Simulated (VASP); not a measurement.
# Ti (Fm-3m) in VASP: a series of runs

Runs on Ti. Level: LDA. Tasks: single point.

Everything below comes from runs of VASP 6.6.1. Logs are shortened: lines on timing, memory, paths and dates and some standing lists are left out, and cuts for length are marked.

## 1. The cell of the first run

It takes space group Fm-3m (No. 225, cubic). Conventional cell: a = 3.745 Å, b = 3.745 Å, c = 3.745 Å, α = 90.00°, β = 90.00°, γ = 90.00°. Within 3.5 Å of Ti (site symmetry m-3m) lie 12 Ti at 2.65 Å.

## 2. Single point, LDA

Contents of INCAR:

```
SYSTEM = Ti
PREC = Accurate
ENCUT = 520
EDIFF = 1E-7
ISMEAR = 0
SIGMA = 0.15
LREAL = .False.
LASPH = .True.
NELM = 60
ALGO = Normal
ISIF = 2
LWAVE = .False.
LCHARG = .False.
GGA = CA
NBANDS = 12
```

Contents of KPOINTS:

```
Automatic mesh
0
Gamma
  22 22 22
  0 0 0
```

Contents of POSCAR:

```
Ti
1.0
    0.0000000000      1.8724558086      1.8724558086
    1.8724558086      0.0000000000      1.8724558086
    1.8724558086      1.8724558086      0.0000000000
Ti
1
Direct
    0.0000000000      0.0000000000      0.0000000000
```

Potentials or basis: VASP PAW LDA potentials, release 64 (Ti_sv).

Run with:

```bash
> cat potpaw_LDA.64/Ti_sv/POTCAR > POTCAR
> mpirun -np 1 vasp_std > vasp.out
```

OUTCAR:

```text
SYSTEM = Ti
   PREC = Accurate
   ENCUT = 520
   EDIFF = 1E-7
   ISMEAR = 0
   LREAL = .False.
   LASPH = .True.
   NELM = 60
   ISIF = 2
   GGA = CA

 ion  position               nearest neighbor table
   1  0.000  0.000  0.000-

  LATTYP: Found a face centered cubic cell.
 ALAT       =     3.7449116172

  Lattice vectors:

 A1 = (   0.0000000000,   1.8724558086,   1.8724558086)
 A2 = (   1.8724558086,   0.0000000000,   1.8724558086)
 A3 = (   1.8724558086,   1.8724558086,   0.0000000000)

Analysis of symmetry for initial positions (statically):
=====================================================================
 Subroutine PRICEL returns:
 Original cell was already a primitive cell.

 Routine SETGRP: Setting up the symmetry group for a
 face centered cubic supercell.

 Subroutine GETGRP returns: Found 48 space group operations
 (whereof 48 operations were pure point group operations)
 out of a pool of 48 trial point group operations.

The static configuration has the point symmetry O_h .

Analysis of symmetry for dynamics (positions and initial velocities):
=====================================================================
 Subroutine PRICEL returns:
 Original cell was already a primitive cell.

 Routine SETGRP: Setting up the symmetry group for a
 face centered cubic supercell.

 Subroutine GETGRP returns: Found 48 space group operations
 (whereof 48 operations were pure point group operations)
 out of a pool of 48 trial point group operations.

The dynamic configuration has the point symmetry O_h .

 Subroutine INISYM returns: Found 48 space group operations
 (whereof 48 operations are pure point group operations),
 and found     1 'primitive' translations

----------------------------------------------------------------------------------------

                                     Primitive cell

  volume of cell :      13.1300

  direct lattice vectors                    reciprocal lattice vectors
     0.000000000  1.872455809  1.872455809    -0.267028999  0.267028999  0.267028999
     1.872455809  0.000000000  1.872455809     0.267028999 -0.267028999  0.267028999
     1.872455809  1.872455809  0.000000000     0.267028999  0.267028999 -0.267028999

  length of vectors
     2.648052399  2.648052399  2.648052399     0.462507793  0.462507793  0.462507793

  position of ions in fractional coordinates (direct lattice)
     0.000000000  0.000000000  0.000000000

  ion indices of the primitive-cell ions
   primitive index   ion index
                 1           1

----------------------------------------------------------------------------------------

 KPOINTS: Automatic mesh

Automatic generation of k-mesh.
 Grid dimensions read from file:
 generate k-points for:   22   22   22

 Generating k-lattice:

  Cartesian coordinates                     Fractional coordinates (reciprocal lattice)
    -0.012137682  0.012137682  0.012137682     0.045454545  0.000000000  0.000000000
     0.012137682 -0.012137682  0.012137682     0.000000000  0.045454545  0.000000000
     0.012137682  0.012137682 -0.012137682     0.000000000  0.000000000  0.045454545

  Length of vectors
     0.021023082  0.021023082  0.021023082

  Shift w.r.t. Gamma in fractional coordinates (k-lattice)
     0.000000000  0.000000000  0.000000000

 Subroutine IBZKPT returns following result:
 ===========================================

 Found    328 irreducible k-points:

 Following reciprocal coordinates:
            Coordinates               Weight
  0.000000  0.000000  0.000000      1.000000
  0.045455  0.000000  0.000000      8.000000
  0.090909  0.000000  0.000000      8.000000
  0.136364  0.000000  0.000000      8.000000
  0.181818  0.000000  0.000000      8.000000
  0.227273  0.000000  0.000000      8.000000
[... 16 lines left out ...]
  0.500000  0.045455  0.000000     24.000000
 -0.454545  0.045455  0.000000     24.000000
 [... further k-points ...]
   k-points           NKPTS =    328   k-points in BZ     NKDIM =    328   number of bands    NBANDS=     12
   number of dos      NEDOS =    301   number of ions     NIONS =      1
   total plane-waves  NPLWV =   8000
   dimension x,y,z NGX =    20 NGY =   20 NGZ =   20
   dimension x,y,z NGXF=    40 NGYF=   40 NGZF=   40
   ions per type =               1
   NGX,Y,Z   is equivalent  to a cutoff of  12.56, 12.56, 12.56 a.u.
   NGXF,Y,Z  is equivalent  to a cutoff of  25.11, 25.11, 25.11 a.u.
 SYSTEM =  Ti
   PREC   = accura    normal or accurate (medium, high low for compatibility)
   ISTART =      0    job   : 0-new  1-cont  2-samecut
   ICHARG =      2    charge: 1-file 2-atom 10-const
   ISPIN  =      1    spin polarized calculation?
   LNONCOLLINEAR =      F non collinear calculations
   LSORBIT =      F    spin-orbit coupling
   LASPH  =      T    aspherical Exc in radial PAW
   ENCUT  =  520.0 eV  38.22 Ry    6.18 a.u.   4.92  4.92  4.92*2*pi/ulx,y,z
   NELM   =     60;   NELMIN=  2; NELMDL= -5     # of ELM steps
   EDIFF  = 0.1E-06   stopping-criterion for ELM
   LREAL  =      F    real-space projection
   EDIFFG = 0.1E-05   stopping-criterion for IOM
   NSW    =      0    number of steps for IOM
   IBRION =     -1    ionic relax: 0-MD 1-quasi-New 2-CG
   NFREE  =      0    steps in history (QN), initial steepest desc. (CG)
   ISIF   =      2    stress and relaxation
   ISYM   =      2    0-nonsym 1-usesym 2-fastsym
   POTIM  = 0.5000    time-step for ionic-motion
   TEBEG  =    0.0;   TEEND  =   0.0 temperature during run
   PSTRESS=    0.0 pullay stress
   NELECT =      12.0000    total number of electrons
   NUPDOWN=      -1.0000    fix difference up-down
   EMIN   =  10.00;   EMAX   =-10.00  energy-range for DOS
   EFERMI =   0.00;   METHOD = LEGACY
   ISMEAR =     0;   SIGMA  =   0.15  broadening in eV -4-tet -1-fermi 0-gaus
   EFERMI_NEDOS =   21; number of points for ismear=-14 and -15
   IALGO  =     38    algorithm
   IMIX   =      4    mixing-type and parameters
     AMIX     =   0.40;   BMIX     =  1.00
     AMIX_MAG =   1.60;   BMIX_MAG =  1.00
  volume/ion in A,a.u.               =      13.13        88.61
  Fermi-wavevector in a.u.,A,eV,Ry     =   1.588719  3.002243 34.341473  2.524027
  Thomas-Fermi vector in A             =   2.687679
   LORBIT       =      0    0 simple, 1 ext, 2 COOP (PROOUT), +10 PAW based schemes
   GGA     = CA    functional components
   LHFCALC =     F    Hartree Fock is set to
   AEXX    =    0.0000 exact exchange contribution
   IVDW    =     0    specifies the selected vdW correction
   LEPSILON=     F    determine dielectric tensor
   LRPA    =     F    only Hartree local field effects (RPA)
 non-spin polarized calculation
 Gauss-broadening in eV      SIGMA  =   0.15
  energy-cutoff  :      520.00
  volume of cell :       13.13
 maximum number of plane-waves:       365
   NGX =  9   NGY =  9   NGZ =  9

 number of electron      12.0000006 magnetization

 Free energy of the ion-electron system (eV)
  ---------------------------------------------------
  ext. energy  EPLUGINS =         0.00000000
  ---------------------------------------------------
  free energy    TOTEN  =        -8.24904116 eV

  energy without entropy =       -8.23479493  energy(sigma->0) =       -8.24191805

 E-fermi :  11.3196     XC(G=0): -13.1884

 val. band max:       11.3038214335   @ k =  -0.2727   0.0455   0.0000
 cond. band min:      11.3219191580   @ k =  -0.4545   0.2727   0.1364
 fundamental gap:      0.0180977245
 Fermi energy:        11.3196042314

 k-point     1 :       0.0000    0.0000    0.0000
  band No.  band energies     occupation
      1     -44.3996      2.00000
      2     -20.0819      2.00000
      3     -20.0819      2.00000
      4     -20.0819      2.00000
      5       4.8193      2.00000
      6      12.2568      0.00000
      7      12.2568      0.00000
      8      12.2568      0.00000
      9      14.6086      0.00000
     10      14.6086      0.00000
     11      28.2058      0.00000
     12      34.0646      0.00000

 k-point     2 :       0.0455    0.0000    0.0000
  band No.  band energies     occupation
      1     -44.3921      2.00000
      2     -20.1174      2.00000
      3     -20.0860      2.00000
      4     -20.0860      2.00000
      5       4.9088      2.00000
      6      12.1962      0.00000
      7      12.2924      0.00000
      8      12.2924      0.00000
      9      14.5821      0.00000
     10      14.5821      0.00000
     11      28.3251      0.00000
     12      33.4393      0.00000

 k-point     3 :       0.0909    0.0000    0.0000
  band No.  band energies     occupation
      1     -44.3702      2.00000
      2     -20.2203      2.00000
      3     -20.0979      2.00000
      4     -20.0979      2.00000
      5       5.1706      2.00000
      6      12.0290      0.00000
      7      12.3898      0.00000
      8      12.3898      0.00000
      9      14.5155      0.00000
     10      14.5155      0.00000
     11      28.6498      0.00000
     12      32.1620      0.00000
[... 286 lines left out ...]
 k-point    23 :       0.5000    0.0455    0.0000
  band No.  band energies     occupation
      1     -44.0142      2.00000
      2     -21.7065      2.00000
      3     -20.3003      2.00000
      4     -20.2862      2.00000
      5       8.0812      2.00000
      6      11.9108      0.00000
      7      12.1100      0.00000
      8      12.9906      0.00000
      9      16.2239      0.00000
     10      16.3853      0.00000
     11      22.9130      0.00000
     12      27.5826      0.00000

 k-point    24 :      -0.4545    0.0455    0.0000
  band No.  band energies     occupation
      1     -44.0168      2.00000
      2     -21.6961      2.00000
      3     -20.3050      2.00000
      4     -20.2789      2.00000
      5       8.0814      2.00000
      6      11.9307      0.00000
      7      12.1095      0.00000
      8      12.9360      0.00000
      9      16.1177      0.00000
     10      16.4292      0.00000
     11      22.9969      0.00000
     12      27.6161      0.00000

 [... further k-points ...]
[... 5 lines left out ...]
  --------------------------------------------------------------------------------------
  -------------------------------------------------------------------------------------
  Total        2.7115484      2.7115484      2.7115484     -0.0000000     -0.0000000      0.0000000
  in kB      330.8744377    330.8744377    330.8744377     -0.0000000     -0.0000000      0.0000000
  external PRESSURE =     330.8744377 kB  Pullay stress =       0.0000000 kB

 VOLUME and BASIS-vectors are now :
 -----------------------------------------------------------------------------
  energy-cutoff  :      520.00
  volume of cell :       13.13
      direct lattice vectors                 reciprocal lattice vectors
     0.000000000  1.872455809  1.872455809    -0.267028999  0.267028999  0.267028999
     1.872455809  0.000000000  1.872455809     0.267028999 -0.267028999  0.267028999
     1.872455809  1.872455809  0.000000000     0.267028999  0.267028999 -0.267028999

 POSITION                                       TOTAL-FORCE (eV/Angst)
 -----------------------------------------------------------------------------------
      0.00000      0.00000      0.00000         0.000000     -0.000000     -0.000000
 -----------------------------------------------------------------------------------
    total drift:                                0.000000     -0.000000     -0.000000

  FREE ENERGIE OF THE ION-ELECTRON SYSTEM (eV)
  ---------------------------------------------------
  free  energy   TOTEN  =        -8.2490411646 eV

  energy  without entropy=       -8.2347949288  energy(sigma->0) =       -8.24191805
```

Run time: 35 s. Hardware: 1 thread of Intel Xeon 6975P-C, shared host; peak memory 0.16 GiB.

Results:

* Free energy: -8.2490 eV
* Pressure: 33.1 GPa
* Band gap on the k mesh: zero (band 6 reaches 12.26 eV, above the bottom of band 7 at 10.61 eV)

## 3. Single point, LDA

This run uses another cell than the first one, of 14.09 Å³/atom, 1.073 times its volume.

Contents of INCAR:

```
ALGO = Normal
EDIFF = 1E-7
ENCUT = 520
ISIF = 2
ISMEAR = 0
LASPH = True
LCHARG = False
LREAL = False
LWAVE = False
NBANDS = 12
NELM = 100
PREC = Accurate
SIGMA = 0.15
```

Contents of KPOINTS:

```
k-points
0
Gamma
  22 22 22
```

Contents of POSCAR:

```
Ti
1.0
    0.0000000000      1.9170669191      1.9170669191
    1.9170669191      0.0000000000      1.9170669191
    1.9170669191      1.9170669191      0.0000000000
Ti
1
Direct
    0.0000000000      0.0000000000      0.0000000000
```

Potentials or basis: VASP PAW LDA potentials, release 64 (Ti_sv).

Run with:

```bash
> cat potpaw_LDA.64/Ti_sv/POTCAR > POTCAR
> mpirun -np 1 vasp_std > vasp.out
```

It took 33 s on 1 thread of Intel Xeon 6975P-C, shared host; peak memory 0.16 GiB.

It converged, with:

```yaml
Free_energy: -8.4038 eV
Pressure: 19.0 GPa
Band_gap_on_the_k_mesh: zero (band 6 reaches 11.34 eV, above the bottom of band 7 at 9.76 eV)
```

Levels at points of the mesh, in eV from the Fermi level:
```tsv
k point	band 4	band 5	band 6	band 7	band 8	band 9
(0.00, 0.00, 0.00)	-31.63	-6.42	0.93	0.93	0.93	3.07
(0.50, 0.00, 0.00)	-31.79	-3.11	0.74	0.74	1.44	4.54
(0.50, 0.50, 0.00)	-32.08	-3.42	-2.41	4.10	4.51	4.93
```
